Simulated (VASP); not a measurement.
A run of VASP 6.6.1:

File INCAR:

```
ALGO = Normal ; EDIFF = 1E-8
ENCUT = 520 ; GGA = PE
ISIF = 2 ; ISMEAR = -1
ISPIN = 2 ; LASPH = True
LCHARG = False ; LDAU = True
LDAUJ = 0 0 ; LDAUL = 2 -1
LDAUPRINT = 1 ; LDAUTYPE = 2
LDAUU = 4.9 0 ; LEFG = True
LMAXMIX = 4 ; LORBIT = 11
LREAL = False ; LWAVE = False
MAGMOM = 5 0 ; NBANDS = 20
NELM = 150 ; PREC = Accurate
SIGMA = 0.05
```

Contents of KPOINTS:

```
k-points
0
Gamma
  13 13 13
```

File POSCAR:

```
MnO
1.0
    0.0000000000      2.2230000000      2.2230000000
    2.2230000000      0.0000000000      2.2230000000
    2.2230000000      2.2230000000      0.0000000000
Mn O
1 1
Direct
    0.0000000000      0.0000000000      0.0000000000
    0.5000000000      0.5000000000      0.5000000000
```

Potentials or basis: VASP PAW PBE potentials, release 64 (Mn_pv, O).

Command:

```console
$ cat potpaw_PBE.64/Mn_pv/POTCAR potpaw_PBE.64/O/POTCAR > POTCAR
$ mpirun -np 1 vasp_std > vasp.out
```

Hardware: 1 thread of AMD EPYC 7R13, with other jobs on the host.

Question: Estimate the wall time of this run.

Answer: Run time: 2.7 min on 1 thread of AMD EPYC 7R13, with other jobs on the host, peak memory 0.16 GiB. Counts: scf iterations 16, k points 84.
